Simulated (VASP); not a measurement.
Pd:

```
CELL_PARAMETERS angstrom
0.00000 1.94650 1.94650
1.94650 0.00000 1.94650
1.94650 1.94650 0.00000
ATOMIC_POSITIONS crystal
Pd 0.00000 0.00000 0.00000
```

```yaml
Program: VASP 6.6.1
Task: relaxation of cell and atoms
Functional: RPBE
Potentials_or_basis: VASP PAW PBE potentials, release 64 (Pd)
Cutoff: 600 eV
k_mesh: 12 × 12 × 12
Occupations: fermi-dirac, width 0.05 eV
Spin: no spin polarisation
```

At the start: pressure 11.3 GPa; volume 14.75 Å³/atom.

Problem. Where does the relaxation end?

Solution. Over 4 steps the energy falls by 32.0 meV/atom and the volume is 15.72 Å³/atom (+6.6 %); space group Fm-3m (No. 225, to 0.05 Å).

The path:
```
step  energy change (eV)  largest force (eV/Å)  pressure (GPa)  volume (Å³)
   1              0.0000                0.0000           11.34        14.75
   2              0.0143                0.0000           -9.79        17.09
   3             -0.0320                0.0000           -0.16        15.74
   4             -0.0320                0.0000            0.03        15.72
```

Final structure:
```
CELL_PARAMETERS angstrom
0.00000 1.98814 1.98814
1.98814 0.00000 1.98814
1.98814 1.98814 0.00000
ATOMIC_POSITIONS crystal
Pd 0.00000 0.00000 0.00000
```

Caveat: the PAW data sets were made with another functional, which shifts forces and pressure a little.
